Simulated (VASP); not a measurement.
# HfN (Fm-3m) in VASP: further runs

Aim: see how the results for HfN move with the level of theory and the settings. Levels: PBE, r2SCAN, HSE06. Tasks: relaxation of cell and atoms, single point.

All numbers are computed with VASP 6.6.1; they aren't measurements. Logs are shortened: lines on timing, memory, paths and dates and some standing lists are left out, and cuts for length are marked.

## 1. The cell of the first run

Symmetry: Fm-3m, No. 225, cubic system. The conventional cell has a = 4.512 Å, b = 4.512 Å, c = 4.512 Å, α = 90.00°, β = 90.00°, γ = 90.00°. Within 3.0 Å of Hf (site symmetry m-3m) lie 6 N at 2.26 Å. N (site symmetry m-3m) has 6 Hf at 2.26 Å within 3.0 Å.

## 2. Relaxation of cell and atoms, PBE

INCAR reads:

```
SYSTEM = HfN
  ALGO = Normal
  EDIFF = 1E-6
  EDIFFG = -0.005
  ENCUT = 600
  GGA = PE
  IBRION = 2
  ISIF = 3
  ISMEAR = -1
  LASPH = .TRUE.
  LCHARG = .FALSE.
  LREAL = .FALSE.
  LWAVE = .FALSE.
  NELM = 80
  NSW = 80
  PREC = Accurate
  SIGMA = 0.02
```

KPOINTS reads:

```
k-points
0
G
  8 8 8
  0 0 0
```

POSCAR reads:

```
HfN
1.0
    0.0000000000      2.2560000000      2.2560000000
    2.2560000000      0.0000000000      2.2560000000
    2.2560000000      2.2560000000      0.0000000000
Hf N
1 1
Direct
    0.0000000000      0.0000000000      0.0000000000
    0.5000000000      0.5000000000      0.5000000000
```

Potentials or basis: VASP PAW PBE potentials, release 64 (Hf_pv, N).

Run with:

```console
> cat potpaw_PBE.64/Hf_pv/POTCAR potpaw_PBE.64/N/POTCAR > POTCAR
> mpirun -np 1 vasp_std > vasp.out
```

OUTCAR:

```text
SYSTEM = HfN
   EDIFF = 1E-6
   EDIFFG = -0.005
   ENCUT = 600
   GGA = PE
   IBRION = 2
   ISIF = 3
   ISMEAR = -1
   LASPH = .TRUE.
   LREAL = .FALSE.
   NELM = 80
   NSW = 80
   PREC = Accurate

 ion  position               nearest neighbor table
   1  0.000  0.000  0.000-   2 2.26   2 2.26   2 2.26   2 2.26   2 2.26   2 2.26
   2  0.500  0.500  0.500-   1 2.26   1 2.26   1 2.26   1 2.26   1 2.26   1 2.26

  LATTYP: Found a face centered cubic cell.
 ALAT       =     4.5120000000

  Lattice vectors:

 A1 = (   0.0000000000,   2.2560000000,   2.2560000000)
 A2 = (   2.2560000000,   0.0000000000,   2.2560000000)
 A3 = (   2.2560000000,   2.2560000000,   0.0000000000)

Analysis of symmetry for initial positions (statically):
=====================================================================
 Subroutine PRICEL returns:
 Original cell was already a primitive cell.

 Routine SETGRP: Setting up the symmetry group for a
 face centered cubic supercell.

 Subroutine GETGRP returns: Found 48 space group operations
 (whereof 48 operations were pure point group operations)
 out of a pool of 48 trial point group operations.

The static configuration has the point symmetry O_h .

Analysis of symmetry for dynamics (positions and initial velocities):
=====================================================================
 Subroutine PRICEL returns:
 Original cell was already a primitive cell.

 Routine SETGRP: Setting up the symmetry group for a
 face centered cubic supercell.

 Subroutine GETGRP returns: Found 48 space group operations
 (whereof 48 operations were pure point group operations)
 out of a pool of 48 trial point group operations.

The dynamic configuration has the point symmetry O_h .

 Subroutine INISYM returns: Found 48 space group operations
 (whereof 48 operations are pure point group operations),
 and found     1 'primitive' translations

----------------------------------------------------------------------------------------

                                     Primitive cell

  volume of cell :      22.9640

  direct lattice vectors                    reciprocal lattice vectors
     0.000000000  2.256000000  2.256000000    -0.221631206  0.221631206  0.221631206
     2.256000000  0.000000000  2.256000000     0.221631206 -0.221631206  0.221631206
     2.256000000  2.256000000  0.000000000     0.221631206  0.221631206 -0.221631206

  length of vectors
     3.190465797  3.190465797  3.190465797     0.383876509  0.383876509  0.383876509

  position of ions in fractional coordinates (direct lattice)
     0.000000000  0.000000000  0.000000000
     0.500000000  0.500000000  0.500000000

  ion indices of the primitive-cell ions
   primitive index   ion index
                 1           1
                 2           2

----------------------------------------------------------------------------------------

 KPOINTS: k-points

Automatic generation of k-mesh.
 Grid dimensions read from file:
 generate k-points for:    8    8    8

 Generating k-lattice:

  Cartesian coordinates                     Fractional coordinates (reciprocal lattice)
    -0.027703901  0.027703901  0.027703901     0.125000000  0.000000000  0.000000000
     0.027703901 -0.027703901  0.027703901     0.000000000  0.125000000  0.000000000
     0.027703901  0.027703901 -0.027703901     0.000000000  0.000000000  0.125000000

  Length of vectors
     0.047984564  0.047984564  0.047984564

  Shift w.r.t. Gamma in fractional coordinates (k-lattice)
     0.000000000  0.000000000  0.000000000

 Subroutine IBZKPT returns following result:
 ===========================================

 Found     29 irreducible k-points:

 Following reciprocal coordinates:
            Coordinates               Weight
  0.000000  0.000000  0.000000      1.000000
  0.125000  0.000000  0.000000      8.000000
  0.250000  0.000000  0.000000      8.000000
  0.375000  0.000000  0.000000      8.000000
  0.500000  0.000000  0.000000      4.000000
  0.125000  0.125000  0.000000      6.000000
[... 16 lines left out ...]
  0.500000  0.250000  0.125000     48.000000
 -0.375000  0.250000  0.125000     24.000000
 [... further k-points ...]
   k-points           NKPTS =     29   k-points in BZ     NKDIM =     29   number of bands    NBANDS=     11
   number of dos      NEDOS =    301   number of ions     NIONS =      2
   total plane-waves  NPLWV =  21952
   dimension x,y,z NGX =    28 NGY =   28 NGZ =   28
   dimension x,y,z NGXF=    56 NGYF=   56 NGZF=   56
   ions per type =               1   1
   NGX,Y,Z   is equivalent  to a cutoff of  14.59, 14.59, 14.59 a.u.
   NGXF,Y,Z  is equivalent  to a cutoff of  29.18, 29.18, 29.18 a.u.
 SYSTEM =  HfN
   PREC   = accura    normal or accurate (medium, high low for compatibility)
   ISTART =      0    job   : 0-new  1-cont  2-samecut
   ICHARG =      2    charge: 1-file 2-atom 10-const
   ISPIN  =      1    spin polarized calculation?
   LNONCOLLINEAR =      F non collinear calculations
   LSORBIT =      F    spin-orbit coupling
   LASPH  =      T    aspherical Exc in radial PAW
   ENCUT  =  600.0 eV  44.10 Ry    6.64 a.u.   6.37  6.37  6.37*2*pi/ulx,y,z
   NELM   =     80;   NELMIN=  2; NELMDL= -5     # of ELM steps
   EDIFF  = 0.1E-05   stopping-criterion for ELM
   LREAL  =      F    real-space projection
   EDIFFG = -.5E-02   stopping-criterion for IOM
   NSW    =     80    number of steps for IOM
   IBRION =      2    ionic relax: 0-MD 1-quasi-New 2-CG
   NFREE  =      1    steps in history (QN), initial steepest desc. (CG)
   ISIF   =      3    stress and relaxation
   ISYM   =      2    0-nonsym 1-usesym 2-fastsym
   POTIM  = 0.5000    time-step for ionic-motion
   TEBEG  =    0.0;   TEEND  =   0.0 temperature during run
   PSTRESS=    0.0 pullay stress
   NELECT =      15.0000    total number of electrons
   NUPDOWN=      -1.0000    fix difference up-down
   EMIN   =  10.00;   EMAX   =-10.00  energy-range for DOS
   EFERMI =   0.00;   METHOD = LEGACY
   ISMEAR =    -1;   SIGMA  =   0.02  broadening in eV -4-tet -1-fermi 0-gaus
   EFERMI_NEDOS =   21; number of points for ismear=-14 and -15
   IALGO  =     38    algorithm
   IMIX   =      4    mixing-type and parameters
     AMIX     =   0.40;   BMIX     =  1.00
     AMIX_MAG =   1.60;   BMIX_MAG =  1.00
  volume/ion in A,a.u.               =      11.48        77.48
  Fermi-wavevector in a.u.,A,eV,Ry     =   1.420440  2.684242 27.451783  2.017649
  Thomas-Fermi vector in A             =   2.541355
   LORBIT       =      0    0 simple, 1 ext, 2 COOP (PROOUT), +10 PAW based schemes
   GGA     = PE    functional components
   LHFCALC =     F    Hartree Fock is set to
   AEXX    =    0.0000 exact exchange contribution
   IVDW    =     0    specifies the selected vdW correction
   LEPSILON=     F    determine dielectric tensor
   LRPA    =     F    only Hartree local field effects (RPA)
 conjugate gradient relaxation of ions
 non-spin polarized calculation
  energy-cutoff  :      600.00
  volume of cell :       22.96
 maximum number of plane-waves:       778
 NGX is ok and might be reduce to    28
   NGX = 13   NGY = 13   NGZ = 13

--------------------------------------- Ionic step        1  -------------------------------------------

 number of electron      15.0000002 magnetization

 Free energy of the ion-electron system (eV)
  ---------------------------------------------------
  ext. energy  EPLUGINS =         0.00000000
  ---------------------------------------------------
  free energy    TOTEN  =       -21.73940255 eV

  energy without entropy =      -21.73790684  energy(sigma->0) =      -21.73865470

------------------------ aborting loop because EDIFF is reached ----------------------------------------

  FORCE on cell =-STRESS in cart. coord.  units (eV):
  Direction    XX          YY          ZZ          XY          YZ          ZX
  --------------------------------------------------------------------------------------
  -------------------------------------------------------------------------------------
  Total        0.6156602      0.6156602      0.6156602      0.0000000      0.0000000      0.0000000
  in kB       42.9540760     42.9540760     42.9540760      0.0000000      0.0000000      0.0000000
  external PRESSURE =      42.9540760 kB  Pullay stress =       0.0000000 kB

 VOLUME and BASIS-vectors are now :
 -----------------------------------------------------------------------------
  energy-cutoff  :      600.00
  volume of cell :       22.96
      direct lattice vectors                 reciprocal lattice vectors
     0.000000000  2.256000000  2.256000000    -0.221631206  0.221631206  0.221631206
     2.256000000  0.000000000  2.256000000     0.221631206 -0.221631206  0.221631206
     2.256000000  2.256000000  0.000000000     0.221631206  0.221631206 -0.221631206
[... 37 lines left out ...]
 POSITION                                       TOTAL-FORCE (eV/Angst)
 -----------------------------------------------------------------------------------
      2.28950      2.28950      4.57901         0.000000     -0.000000     -0.000000
      2.28950      2.28950      2.28950        -0.000000      0.000000      0.000000
 -----------------------------------------------------------------------------------
    total drift:                                0.000000      0.000000      0.000000

  FREE ENERGIE OF THE ION-ELECTRON SYSTEM (eV)
  ---------------------------------------------------
  free  energy   TOTEN  =       -21.7281121702 eV

  energy  without entropy=      -21.7266456696  energy(sigma->0) =      -21.72737892

--------------------------------------- Ionic step        3  -------------------------------------------

 number of electron      15.0000001 magnetization

 Free energy of the ion-electron system (eV)
  ---------------------------------------------------
  ext. energy  EPLUGINS =         0.00000000
  ---------------------------------------------------
  free energy    TOTEN  =       -21.74410333 eV

  energy without entropy =      -21.74261671  energy(sigma->0) =      -21.74336002

 E-fermi :   8.2752     XC(G=0): -12.6725

 val. band max:        8.2353426405   @ k =   0.1250   0.0000   0.0000
 cond. band min:       8.2855173971   @ k =   0.3750   0.1250   0.0000
 fundamental gap:      0.0501747566
 Fermi energy:         8.2751781715

 k-point     1 :       0.0000    0.0000    0.0000
  band No.  band energies     occupation
      1     -22.9263      2.00000
      2     -22.9263      2.00000
      3     -22.9263      2.00000
      4      -9.1517      2.00000
      5       5.2791      2.00000
      6       5.2791      2.00000
      7       5.2791      2.00000
      8       7.9386      2.00000
      9       7.9386      2.00000
     10       7.9386      2.00000
     11       9.9729      0.00000

 k-point     2 :       0.1250    0.0000    0.0000
  band No.  band energies     occupation
      1     -23.0720      2.00000
      2     -22.9387      2.00000
      3     -22.9387      2.00000
      4      -8.8102      2.00000
      5       3.9661      2.00000
      6       4.5095      2.00000
      7       4.5095      2.00000
      8       8.2353      1.75986
      9       8.4216      0.00132
     10       8.4216      0.00132
     11      11.0153      0.00000
[... 295 lines left out ...]
 k-point    24 :      -0.3750    0.2500    0.1250
  band No.  band energies     occupation
      1     -23.6950      2.00000
      2     -23.2380      2.00000
      3     -23.0874      2.00000
      4      -7.0042      2.00000
      5       0.6054      2.00000
      6       2.5574      2.00000
      7       2.6360      2.00000
      8       9.8979      0.00000
      9      10.3159      0.00000
     10      12.5730      0.00000
     11      14.5142      0.00000

 [... further k-points ...]
[... 5 lines left out ...]
  --------------------------------------------------------------------------------------
  -------------------------------------------------------------------------------------
  Total       -0.0040155     -0.0040155     -0.0040155      0.0000000      0.0000000      0.0000000
  in kB       -0.2758475     -0.2758475     -0.2758475      0.0000000      0.0000000      0.0000000
  external PRESSURE =      -0.2758475 kB  Pullay stress =       0.0000000 kB

 VOLUME and BASIS-vectors are now :
 -----------------------------------------------------------------------------
  energy-cutoff  :      600.00
  volume of cell :       23.32
      direct lattice vectors                 reciprocal lattice vectors
    -0.000000000  2.267691773  2.267691773    -0.220488519  0.220488519  0.220488519
     2.267691773  0.000000000  2.267691773     0.220488519 -0.220488519  0.220488519
     2.267691773  2.267691773  0.000000000     0.220488519  0.220488519 -0.220488519

 POSITION                                       TOTAL-FORCE (eV/Angst)
 -----------------------------------------------------------------------------------
      0.00000      0.00000      0.00000         0.000000      0.000000      0.000000
      2.26769      2.26769      2.26769        -0.000000     -0.000000     -0.000000
 -----------------------------------------------------------------------------------
    total drift:                                0.000000      0.000000      0.000000

  FREE ENERGIE OF THE ION-ELECTRON SYSTEM (eV)
  ---------------------------------------------------
  free  energy   TOTEN  =       -21.7441033318 eV

  energy  without entropy=      -21.7426167083  energy(sigma->0) =      -21.74336002

 reached required accuracy - stopping structural energy minimisation
```

Wall time 14 s (1 thread of Intel Xeon 6975P-C (Granite Rapids), shared host); peak memory 0.17 GiB.

What came out:

| Property | Result |
| --- | --- |
| Free energy | -21.7441 eV |
| Relaxed volume | 11.66 Å³/atom |
| Relaxed cell | a = 3.207 Å, b = 3.207 Å, c = 3.207 Å, α = 60.00°, β = 60.00°, γ = 60.00° |
| Space group after relaxing (to 0.05 Å) | Fm-3m (No. 225) |
| Energy gained by relaxing | 2.4 meV/atom |
| Ionic steps | 3 |
| Pressure after relaxing | 0.0 GPa |

Step by step:
```tsv
step	energy change (eV)	largest force (eV/Å)	pressure (GPa)	volume (Å³)
1	0.0000	0.0000	4.30	22.96
2	0.0113	0.0000	-7.31	24.00
3	-0.0047	0.0000	-0.03	23.32
```

Final structure:
```
Hf N
1.0
     0.00000    2.26769    2.26769
     2.26769    0.00000    2.26769
     2.26769    2.26769    0.00000
Hf N
1 1
Direct
  0.00000 0.00000 0.00000
  0.50000 0.50000 0.50000
```

Levels at points of the mesh, in eV from the Fermi level:
| k point | band 5 | band 6 | band 7 | band 8 | band 9 | band 10 | band 11 |
| --- | --- | --- | --- | --- | --- | --- | --- |
| (0.00, 0.00, 0.00) | -3.00 | -3.00 | -3.00 | -0.34 | -0.34 | -0.34 | 1.70 |
| (0.50, 0.00, 0.00) | -8.81 | -6.11 | -6.11 | 3.23 | 3.65 | 3.65 | 4.37 |
| (0.50, 0.50, 0.00) | -5.40 | -3.75 | -3.67 | -3.67 | 4.04 | 5.44 | 5.46 |

Caveat: spin-orbit coupling is left out, which moves the levels of the heavy elements. Zero-point motion and thermal expansion aren't in these numbers.

(Part 1 of 2 ends here.)
